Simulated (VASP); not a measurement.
# Pb8CS8O in VASP: notebook

Pb8CS8O is run at these levels: PBE; tasks: single point.

Program: VASP 6.6.1. These are calculated values, not measurements. Logs are shortened: lines on timing, memory, paths and dates and some standing lists are left out, and cuts for length are marked.

## 1. The cell of the first run

The cell holds a slab with vacuum, 18 atoms: a = 8.498 Å, b = 8.498 Å, c = 20.717 Å, α = 90.00°, β = 90.00°, γ = 90.00°.

## 2. Single point, PBE

INCAR reads:

```
  PREC = Accurate
  ENCUT = 520
  EDIFF = 1E-7
  ISMEAR = 0
  SIGMA = 0.05
  LREAL = Auto
  LASPH = T
  NELM = 100
  ALGO = Normal
  ISIF = 2
  LWAVE = F
  LCHARG = F
  LDIPOL = T
  IDIPOL = 3
  DIPOL = 0.5 0.5 0.275
  GGA = PE
  NBANDS = 100
```

KPOINTS reads:

```
regular mesh
0
Gamma
  3 3 1
```

POSCAR reads:

```
Pb8CS8O
1.0
    8.4980431765      0.0000000000      0.0000000000
    0.0000000000      8.4980431765      0.0000000000
    0.0000000000      0.0000000000     20.7166259994
Pb S C O
8 8 1 1
Direct
    0.2500000000      0.2500000000      0.1930816341
    0.2500000000      0.7500000000      0.1930816341
    0.7500000000      0.2500000000      0.1930816341
    0.7500000000      0.7500000000      0.1930816341
    0.0000000000      0.0000000000      0.3242142808
    0.0000000000      0.5000000000      0.3242142808
    0.5000000000      0.0000000000      0.3242142808
    0.5000000000      0.5000000000      0.3242142808
    0.0000000000      0.0000000000      0.1930816341
    0.0000000000      0.5000000000      0.1930816341
    0.5000000000      0.0000000000      0.1930816341
    0.5000000000      0.5000000000      0.1930816341
    0.2500000000      0.2500000000      0.3230985962
    0.2500000000      0.7500000000      0.3230985962
    0.7500000000      0.2500000000      0.3230985962
    0.7500000000      0.7500000000      0.3230985962
    0.6575669559      0.0000000000      0.4091701998
    0.8424330441      0.0000000000      0.4091701998
```

Potentials or basis: VASP PAW PBE potentials, release 64 (Pb_d, S, C, O).

Started as:

```console
> cat potpaw_PBE.64/Pb_d/POTCAR potpaw_PBE.64/S/POTCAR potpaw_PBE.64/C/POTCAR potpaw_PBE.64/O/POTCAR > POTCAR
> mpirun -np 1 vasp_std > vasp.out
```

OUTCAR:

```text
PREC = Accurate
   ENCUT = 520
   EDIFF = 1E-7
   ISMEAR = 0
   LREAL = Auto
   LASPH = T
   NELM = 100
   ISIF = 2
   GGA = PE

 ion  position               nearest neighbor table
   1  0.250  0.250  0.193-  13 2.69  10 3.00  11 3.00  12 3.00   9 3.00   6 4.05   7 4.05   8 4.05
                             5 4.05
   2  0.250  0.750  0.193-  14 2.69  10 3.00  11 3.00  12 3.00   9 3.00   6 4.05   7 4.05   8 4.05
                             5 4.05
   3  0.750  0.250  0.193-  15 2.69  10 3.00  11 3.00  12 3.00   9 3.00   6 4.05   7 4.05   8 4.05
                             5 4.05
   4  0.750  0.750  0.193-  16 2.69  10 3.00  11 3.00  12 3.00   9 3.00   6 4.05   7 4.05   8 4.05
                             5 4.05
   5  0.000  0.000  0.324-  18 2.21   9 2.72  14 3.00  15 3.00  16 3.00  13 3.00   3 4.05   4 4.05
                             1 4.05   2 4.05
   6  0.000  0.500  0.324-  10 2.72  13 3.00  14 3.00  15 3.00  16 3.00   2 4.05   3 4.05   4 4.05
                             1 4.05
   7  0.500  0.000  0.324-  17 2.21  11 2.72  14 3.00  15 3.00  16 3.00  13 3.00   3 4.05   4 4.05
                             1 4.05   2 4.05
   8  0.500  0.500  0.324-  12 2.72  13 3.00  14 3.00  15 3.00  16 3.00   2 4.05   3 4.05   4 4.05
                             1 4.05
   9  0.000  0.000  0.193-   5 2.72   2 3.00   3 3.00   4 3.00   1 3.00
  10  0.000  0.500  0.193-   6 2.72   2 3.00   3 3.00   4 3.00   1 3.00
  11  0.500  0.000  0.193-   7 2.72   2 3.00   3 3.00   4 3.00   1 3.00
  12  0.500  0.500  0.193-   8 2.72   2 3.00   3 3.00   4 3.00   1 3.00
  13  0.250  0.250  0.323-   1 2.69   5 3.00   6 3.00   7 3.00   8 3.00
  14  0.250  0.750  0.323-   2 2.69   5 3.00   6 3.00   7 3.00   8 3.00
  15  0.750  0.250  0.323-   3 2.69   5 3.00   6 3.00   7 3.00   8 3.00
  16  0.750  0.750  0.323-   4 2.69   5 3.00   6 3.00   7 3.00   8 3.00
  17  0.658  0.000  0.409-  18 1.57   7 2.21
  18  0.842  0.000  0.409-  17 1.57   5 2.21

  LATTYP: Found a simple tetragonal cell.
 ALAT       =     8.4980431765
 C/A-ratio  =     2.4378113372

  Lattice vectors:

 A1 = (   8.4980431765,   0.0000000000,   0.0000000000)
 A2 = (   0.0000000000,   8.4980431765,   0.0000000000)
 A3 = (   0.0000000000,   0.0000000000,  20.7166259994)

Analysis of symmetry for initial positions (statically):
=====================================================================
 Subroutine PRICEL returns:
 Original cell was already a primitive cell.

 Routine SETGRP: Setting up the symmetry group for a
 simple tetragonal supercell.

 Subroutine GETGRP returns: Found  2 space group operations
 (whereof  2 operations were pure point group operations)
 out of a pool of 16 trial point group operations.

The static configuration has the point symmetry C_1h.

Analysis of symmetry for dynamics (positions and initial velocities):
[... 142 lines left out ...]
     AMIX_MAG =   1.60;   BMIX_MAG =  1.00
  volume/ion in A,a.u.               =      83.12       560.89
  Fermi-wavevector in a.u.,A,eV,Ry     =   0.792937  1.498434  8.554657  0.628750
  Thomas-Fermi vector in A             =   1.898774
   LORBIT       =      0    0 simple, 1 ext, 2 COOP (PROOUT), +10 PAW based schemes
   GGA     = PE    functional components
   LHFCALC =     F    Hartree Fock is set to
   AEXX    =    0.0000 exact exchange contribution
   IVDW    =     0    specifies the selected vdW correction
   LEPSILON=     F    determine dielectric tensor
   LRPA    =     F    only Hartree local field effects (RPA)
 non-spin polarized calculation
 Gauss-broadening in eV      SIGMA  =   0.05
  energy-cutoff  :      520.00
  volume of cell :     1496.09
 maximum number of plane-waves:     40322
 NGX is ok and might be reduce to    64
   NGX = 31   NGY = 31   NGZ = 77

 dipolmoment           0.000000      0.000000     -0.000051 electrons x Angstroem

 number of electron     170.0000034 magnetization

 dipolmoment           0.000000      0.000000      0.183836 electrons x Angstroem

 Free energy of the ion-electron system (eV)
  ---------------------------------------------------
  ext. energy  EPLUGINS =         0.00000000
  ---------------------------------------------------
  free energy    TOTEN  =       -78.70840255 eV

  energy without entropy =      -78.70840255  energy(sigma->0) =      -78.70840255

 E-fermi :  -1.6598     XC(G=0):  -3.3943

 val. band max:       -1.9323138909   @ k =   0.0000   0.0000   0.0000
 cond. band min:      -1.4427107198   @ k =   0.0000   0.0000   0.0000
 fundamental gap:      0.4896031711
 Fermi energy:        -1.6598072909

 k-point     1 :       0.0000    0.0000    0.0000
  band No.  band energies     occupation
      1     -21.0950      2.00000
      2     -18.6922      2.00000
      3     -18.5176      2.00000
      4     -18.5115      2.00000
      5     -18.4670      2.00000
      6     -18.4652      2.00000
[... 389 lines left out ...]
     96       1.3522      0.00000
     97       1.6637      0.00000
 [bands above 97 left out]

------------------------ aborting loop because EDIFF is reached ----------------------------------------

 vacuum level on the upper side and lower side of the slab       (xc-potential included)         0.214        -0.232

  FORCE on cell =-STRESS in cart. coord.  units (eV):
  Direction    XX          YY          ZZ          XY          YZ          ZX
  --------------------------------------------------------------------------------------
  -------------------------------------------------------------------------------------
  Total      -11.1685109      1.7469106     11.4608680      0.0000000      0.0000000      1.7345765
  in kB      -11.9604898      1.8707872     12.2735784      0.0000000      0.0000000      1.8575784
  external PRESSURE =       0.7279586 kB  Pullay stress =       0.0000000 kB

 VOLUME and BASIS-vectors are now :
 -----------------------------------------------------------------------------
  energy-cutoff  :      520.00
  volume of cell :     1496.09
      direct lattice vectors                 reciprocal lattice vectors
     8.498043176  0.000000000  0.000000000     0.117674149  0.000000000  0.000000000
     0.000000000  8.498043176  0.000000000     0.000000000  0.117674149  0.000000000
     0.000000000  0.000000000 20.716625999     0.000000000  0.000000000  0.048270409

 POSITION                                       TOTAL-FORCE (eV/Angst)
 -----------------------------------------------------------------------------------
      2.12451      2.12451      4.00000        -0.033208     -0.066736     -0.266069
      2.12451      6.37353      4.00000        -0.033208      0.066736     -0.266069
      6.37353      2.12451      4.00000        -0.010819     -0.062017     -0.268034
      6.37353      6.37353      4.00000        -0.010819      0.062017     -0.268034
      0.00000      0.00000      6.71663         0.960499      0.000000     -0.948793
      0.00000      4.24902      6.71663        -0.006739      0.000000     -0.002580
[... 10 lines left out ...]
      5.58803      0.00000      8.47663        10.078599      0.000000      2.237608
      7.15903      0.00000      8.47663        -9.297492      0.000000      2.411598
 -----------------------------------------------------------------------------------
    total drift:                                0.000291      0.000000      0.003156

  FREE ENERGIE OF THE ION-ELECTRON SYSTEM (eV)
  ---------------------------------------------------
  free  energy   TOTEN  =       -78.7084025460 eV

  energy  without entropy=      -78.7084025460  energy(sigma->0) =      -78.70840255

 vacuum level on the upper side and lower side of the slab         3.137         2.679
```

stdout:

```text
POSCAR found type information on POSCAR PbS C O
 POSCAR found :  4 types and      18 ions
 scaLAPACK will be used
 LDA part: xc-table for (Slater+PW92), standard interpolation
 POSCAR, INCAR and KPOINTS ok, starting setup
 FFT: planning ... GRIDC
 FFT: planning ... GRID_SOFT
 FFT: planning ... GRID
 WAVECAR not read
 entering main loop
```

Run time: 57 min. Hardware: 1 thread of Intel Xeon 8259CL, shared host; peak memory 1.4 GiB.

What came out:

```yaml
Free_energy: -78.7084 eV
Largest_force: 10.324 eV/Å
Band_gap_on_the_k_mesh: 0.49 eV
```

Forces on the atoms (eV/Å):
```
Pb  -0.033 -0.067 -0.266
Pb  -0.033  0.067 -0.266
Pb  -0.011 -0.062 -0.268
Pb  -0.011  0.062 -0.268
Pb   0.960  0.000 -0.949
Pb  -0.007  0.000 -0.003
Pb  -1.550  0.000 -2.089
Pb   0.072  0.000 -0.023
S   -0.137  0.000 -0.466
S    0.030  0.000  0.224
S    0.115  0.000 -0.125
S   -0.052  0.000  0.167
S    0.138  0.062  0.166
S    0.138 -0.062  0.166
S   -0.201  0.454 -0.324
S   -0.201 -0.454 -0.324
C   10.079  0.000  2.238
O   -9.297  0.000  2.412
```

Caveat: spin-orbit coupling is left out, which moves the levels of the heavy elements.

## 3. Single point, PBE

INCAR reads:

```
PREC = Accurate
ENCUT = 520
EDIFF = 1E-6
ISMEAR = 0
SIGMA = 0.05
LREAL = Auto
LASPH = T
NELM = 60
ALGO = Normal
ISIF = 2
LWAVE = F
LCHARG = F
LDIPOL = T
IDIPOL = 3
DIPOL = 0.5 0.5 0.285
GGA = PE
NBANDS = 100
```

KPOINTS reads:

```
Automatic mesh
0
Gamma
  3 3 1
```

POSCAR: that of step 2 with these lines changed.

```diff
@@ -24,3 +24,3 @@
     0.7500000000      0.7500000000      0.3230985962
-    0.6575669559      0.0000000000      0.4091701998
-    0.8424330441      0.0000000000      0.4091701998
+    0.6575669559      0.0000000000      0.4979877515
+    0.8424330441      0.0000000000      0.4979877515
```

Potentials or basis: VASP PAW PBE potentials, release 64 (Pb_d, S, C, O).

Started as:

```console
> cat potpaw_PBE.64/Pb_d/POTCAR potpaw_PBE.64/S/POTCAR potpaw_PBE.64/C/POTCAR potpaw_PBE.64/O/POTCAR > POTCAR
> mpirun -np 1 vasp_std > vasp.out
```

Run time: 30 min. Hardware: 1 thread of Intel Xeon 8259CL, shared host; peak memory 1.4 GiB.

Results (log left out):

```
Free energy            : -79.8516 eV
Largest force          : 11.725 eV/Å
Band gap on the k mesh : 0.25 eV (least direct gap 0.26 eV)
```

Forces in eV/Å, atoms in the order of the input:
```
Pb   -0.015   0.009  -0.159
Pb   -0.015  -0.009  -0.159
Pb    0.021   0.009  -0.150
Pb    0.021  -0.009  -0.150
Pb   -0.032   0.000   0.145
Pb   -0.014   0.000   0.029
Pb    0.016   0.000   0.074
Pb    0.008   0.000   0.023
S    -0.008   0.000   0.125
S     0.001   0.000   0.164
S    -0.003   0.000   0.209
S    -0.001   0.000   0.164
S     0.028  -0.014  -0.038
S     0.028   0.014  -0.038
S    -0.017  -0.005  -0.054
S    -0.017   0.005  -0.054
C    11.722   0.000  -0.099
O   -11.725   0.000  -0.032
```

Levels at points of the mesh, in eV from the valence-band top:
| k point | band 81 | band 82 | band 83 | band 84 | band 85 | band 86 | band 87 | band 88 | band 89 | band 90 |
| --- | --- | --- | --- | --- | --- | --- | --- | --- | --- | --- |
| (0.00, 0.00, 0.00) | -0.43 | -0.10 | -0.06 | 0.00 | 0.00 | 0.26 | 0.27 | 1.86 | 1.87 | 1.89 |

Caveat: spin-orbit coupling is left out, which moves the levels of the heavy elements.

[end of part 1 of 2]
